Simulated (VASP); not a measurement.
# Ir (Fm-3m) in VASP: single point with PBE

Aim: the single point of Ir with PBE.

Program: VASP 6.6.1. These are calculated values, not measurements. Logs are shortened: lines on timing, memory, paths and dates and some standing lists are left out, and cuts for length are marked.

### 1 The cell of the first run

It takes space group Fm-3m (No. 225, cubic). Conventional cell: a = 3.831 Å, b = 3.831 Å, c = 3.831 Å, α = 90.00°, β = 90.00°, γ = 90.00°. Within 3.6 Å of Ir (site symmetry m-3m) lie 12 Ir at 2.71 Å.

### 2 Single point, PBE, collinear spin, ferromagnetic start

Contents of INCAR:

```
SYSTEM = Ir
PREC = Accurate ; ENCUT = 500
EDIFF = 1E-6 ; ISMEAR = 0
SIGMA = 0.1 ; LREAL = .False.
LASPH = .True. ; NELM = 200
ALGO = Normal ; ISIF = 2
LWAVE = .False. ; LCHARG = .True.
ISPIN = 2 ; MAGMOM = 1
LORBIT = 11 ; LMAXMIX = 4
GGA = PE ; LELF = .True.
LVHAR = .True. ; NBANDS = 14
GGA_COMPAT = .False.
```

Contents of KPOINTS:

```
Automatic mesh
0
Gamma
  8 8 8
  0 0 0
```

Contents of POSCAR:

```
Ir
1.0
    0.0000000000      1.9156000000      1.9156000000
    1.9156000000      0.0000000000      1.9156000000
    1.9156000000      1.9156000000      0.0000000000
Ir
1
Direct
    0.0000000000      0.0000000000      0.0000000000
```

Potentials or basis: VASP PAW PBE potentials, release 64 (Ir).

On the command line:

```sh
$ cat potpaw_PBE.64/Ir/POTCAR > POTCAR
$ mpirun -np 1 vasp_std > vasp.out
```

OUTCAR:

```text
SYSTEM = Ir
   PREC = Accurate
   ENCUT = 500
   EDIFF = 1E-6
   ISMEAR = 0
   LREAL = .False.
   LASPH = .True.
   NELM = 200
   ISIF = 2
   ISPIN = 2
   LORBIT = 11
   GGA = PE

 ion  position               nearest neighbor table
   1  0.000  0.000  0.000-

  LATTYP: Found a face centered cubic cell.
 ALAT       =     3.8312000000

  Lattice vectors:

 A1 = (   0.0000000000,   1.9156000000,   1.9156000000)
 A2 = (   1.9156000000,   0.0000000000,   1.9156000000)
 A3 = (   1.9156000000,   1.9156000000,   0.0000000000)

Analysis of symmetry for initial positions (statically):
=====================================================================
 Subroutine PRICEL returns:
 Original cell was already a primitive cell.

 Routine SETGRP: Setting up the symmetry group for a
 face centered cubic supercell.

 Subroutine GETGRP returns: Found 48 space group operations
 (whereof 48 operations were pure point group operations)
 out of a pool of 48 trial point group operations.

The static configuration has the point symmetry O_h .

Analysis of symmetry for dynamics (positions and initial velocities):
=====================================================================
 Subroutine PRICEL returns:
 Original cell was already a primitive cell.

 Routine SETGRP: Setting up the symmetry group for a
 face centered cubic supercell.

 Subroutine GETGRP returns: Found 48 space group operations
 (whereof 48 operations were pure point group operations)
 out of a pool of 48 trial point group operations.

The dynamic configuration has the point symmetry O_h .

Analysis of structural, dynamic, and magnetic symmetry:
=====================================================================
 Subroutine PRICEL returns:
 Original cell was already a primitive cell.

 Routine SETGRP: Setting up the symmetry group for a
 face centered cubic supercell.

 Subroutine GETGRP returns: Found 48 space group operations
 (whereof 48 operations were pure point group operations)
 out of a pool of 48 trial point group operations.

The overall configuration has the point symmetry O_h .

 Subroutine INISYM returns: Found 48 space group operations
 (whereof 48 operations are pure point group operations),
 and found     1 'primitive' translations

----------------------------------------------------------------------------------------

                                     Primitive cell

  volume of cell :      14.0587

  direct lattice vectors                    reciprocal lattice vectors
     0.000000000  1.915600000  1.915600000    -0.261014826  0.261014826  0.261014826
     1.915600000  0.000000000  1.915600000     0.261014826 -0.261014826  0.261014826
     1.915600000  1.915600000  0.000000000     0.261014826  0.261014826 -0.261014826

  length of vectors
     2.709067500  2.709067500  2.709067500     0.452090940  0.452090940  0.452090940

  position of ions in fractional coordinates (direct lattice)
     0.000000000  0.000000000  0.000000000

  ion indices of the primitive-cell ions
   primitive index   ion index
                 1           1

----------------------------------------------------------------------------------------

 KPOINTS: Automatic mesh

Automatic generation of k-mesh.
 Grid dimensions read from file:
 generate k-points for:    8    8    8

 Generating k-lattice:

  Cartesian coordinates                     Fractional coordinates (reciprocal lattice)
    -0.032626853  0.032626853  0.032626853     0.125000000  0.000000000  0.000000000
     0.032626853 -0.032626853  0.032626853     0.000000000  0.125000000  0.000000000
     0.032626853  0.032626853 -0.032626853     0.000000000  0.000000000  0.125000000

  Length of vectors
     0.056511367  0.056511367  0.056511367

  Shift w.r.t. Gamma in fractional coordinates (k-lattice)
     0.000000000  0.000000000  0.000000000

 Subroutine IBZKPT returns following result:
 ===========================================

 Found     29 irreducible k-points:

 Following reciprocal coordinates:
            Coordinates               Weight
  0.000000  0.000000  0.000000      1.000000
  0.125000  0.000000  0.000000      8.000000
  0.250000  0.000000  0.000000      8.000000
  0.375000  0.000000  0.000000      8.000000
  0.500000  0.000000  0.000000      4.000000
  0.125000  0.125000  0.000000      6.000000
[... 16 lines left out ...]
  0.500000  0.250000  0.125000     48.000000
 -0.375000  0.250000  0.125000     24.000000
 [... further k-points ...]
   k-points           NKPTS =     29   k-points in BZ     NKDIM =     29   number of bands    NBANDS=     14
   number of dos      NEDOS =    301   number of ions     NIONS =      1
   total plane-waves  NPLWV =   8000
   dimension x,y,z NGX =    20 NGY =   20 NGZ =   20
   dimension x,y,z NGXF=    40 NGYF=   40 NGZF=   40
   ions per type =               1
   NGX,Y,Z   is equivalent  to a cutoff of  12.27, 12.27, 12.27 a.u.
   NGXF,Y,Z  is equivalent  to a cutoff of  24.55, 24.55, 24.55 a.u.
 SYSTEM =  Ir
   PREC   = accura    normal or accurate (medium, high low for compatibility)
   ISTART =      0    job   : 0-new  1-cont  2-samecut
   ICHARG =      2    charge: 1-file 2-atom 10-const
   ISPIN  =      2    spin polarized calculation?
   LNONCOLLINEAR =      F non collinear calculations
   LSORBIT =      F    spin-orbit coupling
   LASPH  =      T    aspherical Exc in radial PAW
   ENCUT  =  500.0 eV  36.75 Ry    6.06 a.u.   4.94  4.94  4.94*2*pi/ulx,y,z
   NELM   =    200;   NELMIN=  2; NELMDL= -5     # of ELM steps
   EDIFF  = 0.1E-05   stopping-criterion for ELM
   LREAL  =      F    real-space projection
   EDIFFG = 0.1E-04   stopping-criterion for IOM
   NSW    =      0    number of steps for IOM
   IBRION =     -1    ionic relax: 0-MD 1-quasi-New 2-CG
   NFREE  =      0    steps in history (QN), initial steepest desc. (CG)
   ISIF   =      2    stress and relaxation
   ISYM   =      2    0-nonsym 1-usesym 2-fastsym
   POTIM  = 0.5000    time-step for ionic-motion
   TEBEG  =    0.0;   TEEND  =   0.0 temperature during run
   PSTRESS=    0.0 pullay stress
   NELECT =       9.0000    total number of electrons
   NUPDOWN=      -1.0000    fix difference up-down
   EMIN   =  10.00;   EMAX   =-10.00  energy-range for DOS
   EFERMI =   0.00;   METHOD = LEGACY
   ISMEAR =     0;   SIGMA  =   0.10  broadening in eV -4-tet -1-fermi 0-gaus
   EFERMI_NEDOS =   21; number of points for ismear=-14 and -15
   IALGO  =     38    algorithm
   IMIX   =      4    mixing-type and parameters
     AMIX     =   0.40;   BMIX     =  1.00
     AMIX_MAG =   1.60;   BMIX_MAG =  1.00
  volume/ion in A,a.u.               =      14.06        94.87
  Fermi-wavevector in a.u.,A,eV,Ry     =   1.410937  2.666284 27.085691  1.990742
  Thomas-Fermi vector in A             =   2.532839
   LORBIT       =     11    0 simple, 1 ext, 2 COOP (PROOUT), +10 PAW based schemes
   GGA     = PE    functional components
   LHFCALC =     F    Hartree Fock is set to
   AEXX    =    0.0000 exact exchange contribution
   IVDW    =     0    specifies the selected vdW correction
   LEPSILON=     F    determine dielectric tensor
   LRPA    =     F    only Hartree local field effects (RPA)
 spin polarized calculation
 Gauss-broadening in eV      SIGMA  =   0.10
  energy-cutoff  :      500.00
  volume of cell :       14.06
 maximum number of plane-waves:       368
   NGX =  9   NGY =  9   NGZ =  9

 number of electron       9.0000000 magnetization      -0.0008585

 number of electron       9.0000000 magnetization       0.0005697

 Free energy of the ion-electron system (eV)
  ---------------------------------------------------
  ext. energy  EPLUGINS =         0.00000000
  ---------------------------------------------------
  free energy    TOTEN  =        -8.76059325 eV

  energy without entropy =       -8.75210217  energy(sigma->0) =       -8.75634771

 E-fermi :  10.5729     XC(G=0): -14.0246

 val. band max:       10.5278415726   @ k =  -0.3750   0.1250   0.0000
 cond. band min:      10.5949841546   @ k =  -0.3750   0.2500   0.0000
 fundamental gap:      0.0671425821
 Fermi energy:        10.5728882010

 spin component 1

 k-point     1 :       0.0000    0.0000    0.0000
  band No.  band energies     occupation
      1      -0.6719      1.00000
      2       6.5929      1.00000
      3       6.5929      1.00000
      4       6.5929      1.00000
      5       9.3205      1.00000
      6       9.3205      1.00000
      7      24.8121      0.00000
      8      30.4593      0.00000
      9      30.4593      0.00000
     10      30.4593      0.00000
     11      35.3502      0.00000
     12      42.7639      0.00000
     13      42.7639      0.00000
     14      42.7639      0.00000
[... 375 lines left out ...]
 k-point    24 :      -0.3750    0.2500    0.1250
  band No.  band energies     occupation
      1       3.8338      1.00000
      2       5.2346      1.00000
      3       6.8735      1.00000
      4       7.9140      1.00000
      5      11.1053      0.00000
      6      15.7212      0.00000
      7      17.2439      0.00000
      8      26.3031      0.00000
      9      26.4913      0.00000
     10      30.3869      0.00000
     11      37.9307      0.00000
     12      40.5944      0.00000
     13      42.8972      0.00000
     14      43.0922      0.00000

 [... further k-points ...]

 spin component 2

 k-point     1 :       0.0000    0.0000    0.0000
  band No.  band energies     occupation
      1      -0.6718      1.00000
      2       6.5933      1.00000
      3       6.5933      1.00000
      4       6.5933      1.00000
      5       9.3209      1.00000
      6       9.3209      1.00000
      7      24.8122      0.00000
      8      30.4593      0.00000
      9      30.4593      0.00000
     10      30.4593      0.00000
     11      35.3499      0.00000
     12      42.7645      0.00000
     13      42.7645      0.00000
     14      42.7645      0.00000
[... 375 lines left out ...]
 k-point    24 :      -0.3750    0.2500    0.1250
  band No.  band energies     occupation
      1       3.8341      1.00000
      2       5.2349      1.00000
      3       6.8737      1.00000
      4       7.9143      1.00000
      5      11.1057      0.00000
      6      15.7214      0.00000
      7      17.2442      0.00000
      8      26.3032      0.00000
      9      26.4915      0.00000
     10      30.3870      0.00000
     11      37.9308      0.00000
     12      40.5945      0.00000
     13      42.8977      0.00000
     14      43.0960      0.00000

 [... further k-points ...]

------------------------ aborting loop because EDIFF is reached ----------------------------------------

  FORCE on cell =-STRESS in cart. coord.  units (eV):
  Direction    XX          YY          ZZ          XY          YZ          ZX
  --------------------------------------------------------------------------------------
  -------------------------------------------------------------------------------------
  Total        1.1952621      1.1952621      1.1952621     -0.0000000     -0.0000000     -0.0000000
  in kB      136.2163532    136.2163532    136.2163532     -0.0000000     -0.0000000     -0.0000000
  external PRESSURE =     136.2163532 kB  Pullay stress =       0.0000000 kB

 VOLUME and BASIS-vectors are now :
 -----------------------------------------------------------------------------
  energy-cutoff  :      500.00
  volume of cell :       14.06
      direct lattice vectors                 reciprocal lattice vectors
     0.000000000  1.915600000  1.915600000    -0.261014826  0.261014826  0.261014826
     1.915600000  0.000000000  1.915600000     0.261014826 -0.261014826  0.261014826
     1.915600000  1.915600000  0.000000000     0.261014826  0.261014826 -0.261014826

 POSITION                                       TOTAL-FORCE (eV/Angst)
 -----------------------------------------------------------------------------------
      0.00000      0.00000      0.00000        -0.000000     -0.000000     -0.000000
 -----------------------------------------------------------------------------------
    total drift:                                0.000000      0.000000     -0.000000

  FREE ENERGIE OF THE ION-ELECTRON SYSTEM (eV)
  ---------------------------------------------------
  free  energy   TOTEN  =        -8.7605932461 eV

  energy  without entropy=       -8.7521021699  energy(sigma->0) =       -8.75634771

 total charge

# of ion       s       p       d       tot
------------------------------------------
    1        0.676   0.751   6.995   8.422

 magnetization (x)

# of ion       s       p       d       tot
------------------------------------------
    1       -0.000  -0.000   0.000   0.000
```

It took 12 s on 1 thread of Intel Xeon Platinum 8259CL at 2.50GHz (Skylake/Cascade Lake), shared host; peak memory 0.13 GiB.

What came out:

```yaml
Free_energy: -8.7606 eV
Pressure: 13.6 GPa
Net_moment: 0.00 μB per cell
Valence_electrons_inside_the_program's_atomic_spheres: Ir 8.42
```

Levels at points of the mesh, in eV from the Fermi level:
Spin up:
```csv
k point,band 2,band 3,band 4,band 5,band 6,band 7
"(0.00, 0.00, 0.00)",-3.98,-3.98,-3.98,-1.25,-1.25,14.24
"(0.50, 0.00, 0.00)",-4.08,-4.08,-0.83,0.86,0.86,7.28
"(0.50, 0.50, 0.00)",-7.47,0.83,1.44,1.44,1.64,10.55
```
Spin down:
```tsv
k point	band 1	band 2	band 3	band 4	band 5	band 6	band 7	band 8
(0.00, 0.00, 0.00)	-11.24	-3.98	-3.98	-3.98	-1.25	-1.25	14.24	19.89
(0.50, 0.00, 0.00)	-8.23	-4.08	-4.08	-0.83	0.86	0.86	7.28	13.80
(0.50, 0.50, 0.00)	-8.03	-7.47	0.83	1.44	1.44	1.64	10.55	11.68
```

Caveat: spin-orbit coupling is left out, which moves the levels of the heavy elements.
